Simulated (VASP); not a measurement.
A run of VASP 6.6.1 is set up as follows.

File INCAR:

```
  PREC = Accurate
  ENCUT = 520
  EDIFF = 1E-6
  ISMEAR = -1
  SIGMA = 0.1
  LREAL = False
  LASPH = True
  NELM = 150
  ALGO = Normal
  ISIF = 2
  LWAVE = False
  LCHARG = True
  ISPIN = 2
  MAGMOM = 1.8 1.8
  LORBIT = 11
  LMAXMIX = 4
  GGA = CA
  LELF = True
  LVHAR = True
  NBANDS = 21
```

Contents of KPOINTS:

```
Automatic mesh
0
Gamma
  14 14 8
```

The input POSCAR:

```
Ni
1.0
    2.4480230000      0.0000000000      0.0000000000
   -1.2240110000      2.1200500000      0.0000000000
    0.0000000000      0.0000000000      4.0728080000
Ni
2
Direct
    0.3333333333      0.6666666667      0.2500000000
    0.6666666667      0.3333333333      0.7500000000
```

Potentials or basis: VASP PAW LDA potentials, release 64 (Ni).

Launch:

```bash
$ cat potpaw_LDA.64/Ni/POTCAR > POTCAR
$ mpirun -np 1 vasp_std > vasp.out
```

Problem. Predict the net moment.

Solution. 1.10 μB per cell.

Problem. Predict the pressure.

Solution. -10.7 GPa.

Problem. What does it give for the site moments?

Solution. Ni +0.55 μB.

Stress tensor (GPa, compression positive):
```
 -9.57   0.00   0.00
  0.00  -9.57   0.00
  0.00   0.00 -12.91
```

Caveat: the cell stands under tension.
